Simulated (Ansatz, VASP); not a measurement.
## Cs3Pt: VASP beside Ansatz

```
CELL_PARAMETERS angstrom
5.70925 -0.34666 -0.34666
-0.34666 5.70925 -0.34666
-0.34666 -0.34666 5.70925
ATOMIC_POSITIONS crystal
Cs 0.00000 0.00000 0.50000
Cs 0.00000 0.50000 0.00000
Cs 0.50000 0.00000 0.00000
Pt 0.50000 0.50000 0.50000
```

Alike in both runs: task single point; functional PBE; k mesh 9 × 9 × 9; occupations gaussian, width 0.1 eV; no spin polarisation.

|  | VASP | Ansatz |
| --- | --- | --- |
| version | VASP 6.6.1 | Ansatz 0.2.0 |
| potentials or method | VASP PAW PBE potentials, release 64 (Cs_sv, Pt), cutoff 520 eV | scalar-relativistic, plane waves, PAW |
| valence electrons in the cell | 37 | 45 |

VASP gave:

```
gap on the k mesh at the Fermi level (eV)                     : none
pressure (GPa)                                                : 0.4
traceless stress, the component that is largest in VASP (GPa) : 0.67
```

**Question.** Which values does Ansatz return?

**Answer.** gap on the k mesh at the Fermi level (eV): none; pressure (GPa): 0.3; traceless stress, the component that is largest in VASP (GPa): 0.66.

A gap of «none» marks a metal or a gap that the smearing closes. With one functional, cell and mesh, what is left measures potentials, basis and numerics. VASP's potentials hold 37 valence electrons a cell and Ansatz's 45, so a difference there can come from the potentials and not from the codes.

Spin-orbit coupling is off throughout.
